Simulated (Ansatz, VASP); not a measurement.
**One calculation of In3B2As, two programs**

```xyz
6
Lattice="5.1156 0.0000 0.0000 -2.5578 4.4303 0.0000 0.0000 0.0000 5.1453" Properties=species:S:1:pos:R:3 pbc="T T T"
In    0.0000    2.9535    0.0000
In    2.5578    1.4768    0.0000
In    0.0000    0.0000    2.5727
B     0.0000    2.9535    2.5727
B     2.5578    1.4768    2.5727
As    0.0000    0.0000    0.0000
```

Alike in both runs: functional PBE; k mesh 12 × 12 × 8; occupations gaussian, width 0.1 eV; no spin polarisation.

Ansatz relaxed the structure, and its values are those at the end. VASP's run is a single point on that final structure, the one shown.

|  | VASP | Ansatz |
| --- | --- | --- |
| version | VASP 6.6.1 | Ansatz 0.2.0 |
| potentials or method | VASP PAW PBE potentials, release 64 (In_d, B, As), cutoff 520 eV | scalar-relativistic, plane waves, PAW |
| valence electrons in the cell | 50 | 60 |

|  | VASP | Ansatz | Ansatz less VASP |
| --- | --- | --- | --- |
| gap on the k mesh at the Fermi level (eV) | none | none | - |
| pressure (GPa) | 0.0 | 0.0 | -0.02 |

A gap of «none» marks a metal or a gap that the smearing closes. The functional is the same, so the differences come from potentials, cutoffs and numerics. VASP's potentials hold 50 valence electrons a cell and Ansatz's 60, so a difference there can come from the potentials and not from the codes.
